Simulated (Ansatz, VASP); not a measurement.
**LiHF2 in VASP and in Ansatz**

File INCAR:

```
SYSTEM = LiHF2
PREC = Accurate ; ENCUT = 520
EDIFF = 1E-6 ; ISMEAR = 0
SIGMA = 0.05 ; LREAL = .False.
LASPH = .True. ; NELM = 100
ALGO = Normal ; ISIF = 2
LWAVE = .False. ; LCHARG = .False.
NBANDS = 17
```

The input KPOINTS:

```
regular mesh
0
Gamma
  9 9 9
  0 0 0
```

POSCAR

```
LiHF2
1.0
    1.4860718052      0.8579839568      4.3945551996
   -1.4860718052      0.8579839568      4.3945551996
    0.0000000000     -1.7159679136      4.3945551996
Li H F
1 1 2
Direct
    0.0000000000      0.0000000000      0.0000000000
    0.5000000000      0.5000000000      0.5000000000
    0.4125119035      0.4125119035      0.4125119035
    0.5874880965      0.5874880965      0.5874880965
```

Input for Ansatz:

```yaml
crystal:
  lattice:
    - [1.4860718052, 0.8579839568, 4.3945551996]
    - [-1.4860718052, 0.8579839568, 4.3945551996]
    - [0.0, -1.7159679136, 4.3945551996]
  atoms:
    - { symbol: Li, position: [0.0, 0.0, 0.0] }
    - { symbol: H, position: [0.5, 0.5, 0.5] }
    - { symbol: F, position: [0.4125119035, 0.4125119035, 0.4125119035] }
    - { symbol: F, position: [0.5874880965, 0.5874880965, 0.5874880965] }
basis:
  ecutwfc: 420
kpoints:
  mp_grid: { grid: [9, 9, 9] }
hamiltonian:
  xc: lda
scf:
  occupations: { method: gaussian, width: 0.05 }
output:
  forces: true
  stress: true
  eigenvalues: true
```

Change from the starting cell: strain +0.030 along x and y, +0.015 along z, atoms carried along.

Alike in both runs: task single point; functional LDA; k mesh 9 × 9 × 9; occupations gaussian, width 0.05 eV; no spin polarisation.

```csv
,VASP,Ansatz
version,VASP 6.6.1,Ansatz 0.2.0
potentials or method,"VASP PAW LDA potentials, release 64 (Li_sv, H, F), cutoff 520 eV","scalar-relativistic, plane waves, PAW"
valence electrons in the cell,18,18
```

|  | VASP | Ansatz | Ansatz less VASP |
| --- | --- | --- | --- |
| gap on the k mesh at the Fermi level (eV) | 7.85 | 7.88 | +0.034 |
| least direct gap on the mesh (eV) | 8.06 | 8.09 | +0.034 |
| rms of the force components (eV/Å) | 0.060 | 0.099 | +0.0390 |

LDA's correlation is that of Perdew and Zunger in VASP and of Perdew and Wang (1992) in Ansatz. Atom by atom the forces differ by 0.039 eV/Å (rms over components).

Noted on VASP's run: the cutoff is short for stress, so the pressure is rough.
